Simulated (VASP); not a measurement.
Write the native input for VASP 6.6.1 that does the following.

```
Task                   : single point
Functional             : r2SCAN
Potentials or basis    : VASP PAW PBE potentials, release 64 (Na_pv, Cl)
Cutoff                 : 520 eV
k mesh                 : 6 × 6 × 6
Occupations            : gaussian, width 0.001 eV
Spin                   : no spin polarisation
Dipole correction      : no
Further INCAR settings : ALGO = Normal; EDIFF = 1e-06; NBANDS = 14
```

Crystal: NaCl.

```
Na Cl
1.0
     3.45955    0.00000    0.00000
     0.00000    3.45955    0.00000
     0.00000    0.00000    3.45955
Na Cl
1 1
Direct
  0.00000 0.00000 0.00000
  0.50000 0.50000 0.50000
```

One way to write it, as run:

POSCAR

```
NaCl
1.0
    3.4595458397      0.0000000000      0.0000000000
    0.0000000000      3.4595458397      0.0000000000
    0.0000000000      0.0000000000      3.4595458397
Na Cl
1 1
Direct
    0.0000000000      0.0000000000      0.0000000000
    0.5000000000      0.5000000000      0.5000000000
```

INCAR.step1

```
PREC     = Accurate       # precision mode
ENCUT    = 520            # plane-wave cutoff, eV
ISMEAR   = 0              # smearing method
SIGMA    = 0.001          # smearing width, eV
LREAL    = F              # projectors in reciprocal space
LASPH    = T              # aspherical terms in the spheres
NELM     = 80             # most SCF steps
NBANDS   = 14             # bands
GGA      = PE             # functional
ALGO     = Normal         # electronic algorithm
EDIFF    = 1E-4           # SCF threshold, eV
LWAVE    = T              # write WAVECAR
LCHARG   = F              # write CHGCAR
```

INCAR.step2

```
PREC     = Accurate       # precision mode
ENCUT    = 520            # plane-wave cutoff, eV
EDIFF    = 1E-6           # SCF threshold, eV
ISMEAR   = 0              # smearing method
SIGMA    = 0.001          # smearing width, eV
LREAL    = F              # projectors in reciprocal space
LASPH    = T              # aspherical terms in the spheres
NELM     = 80             # most SCF steps
ALGO     = Normal         # electronic algorithm
ISIF     = 2              # what is computed and relaxed
LWAVE    = F              # write WAVECAR
LCHARG   = F              # write CHGCAR
METAGGA  = R2SCAN         # meta-GGA
LMIXTAU  = T            
NBANDS   = 14             # bands
ISTART   = 1
```

KPOINTS

```
Automatic mesh
0
Gamma
  6 6 6
```

Potentials or basis: VASP PAW PBE potentials, release 64 (Na_pv, Cl).

Launch:

```sh
$ cat potpaw_PBE.64/Na_pv/POTCAR potpaw_PBE.64/Cl/POTCAR > POTCAR
$ cp INCAR.step1 INCAR
$ mpirun -np 1 vasp_std > vasp.out
$ cp INCAR.step2 INCAR
$ mpirun -np 1 vasp_std > vasp.out
```

It gave:

```
Pressure               : -0.3 GPa
Band gap on the k mesh : 4.95 eV, indirect (least direct gap 5.49 eV)
```

Caveat: the PAW data sets were made with another functional, which shifts forces and pressure a little.

It used 60 s of CPU time on 1 thread of AMD EPYC 7R13 Processor (Zen 3) (shared host).
